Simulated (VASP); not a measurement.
## SiC: single point with PBEsol

The system is SiC.

```
C Si
1.0
     0.00000    2.01707    2.01707
     2.01707    0.00000    2.01707
     2.01707    2.01707    0.00000
C Si
1 1
Direct
  0.00000 0.00000 0.00000
  0.50000 0.50000 0.50000
```

```json
{
 "Program": "VASP 6.6.1",
 "Task": "single point",
 "Functional": "PBEsol",
 "Potentials or basis": "VASP PAW PBE potentials, release 64 (C, Si)",
 "Cutoff": "520 eV",
 "k mesh": "18 × 18 × 18",
 "Occupations": "gaussian, width 0.05 eV",
 "Spin": "no spin polarisation"
}
```

```
Pressure               : 0.6 GPa
Band gap on the k mesh : zero (band 4 reaches 12.61 eV, above the bottom of band 5 at 11.67 eV)
```

Levels at points of the mesh, in eV from the Fermi level:
```csv
k point,band 2,band 3,band 4,band 5,band 6,band 7
"(0.00, 0.00, 0.00)",0.07,0.07,0.07,7.77,8.93,8.93
"(0.50, 0.00, 0.00)",-11.61,-1.02,-1.02,5.32,5.32,5.99
"(0.50, 0.50, 0.00)",-9.90,-4.31,-4.31,-0.80,2.42,15.01
```

Run time: 40 s on 1 thread of Intel Xeon 8259CL, with other jobs on the host, peak memory 0.16 GiB.

Caveat: the PAW data sets were made with another functional, which shifts forces and pressure a little.
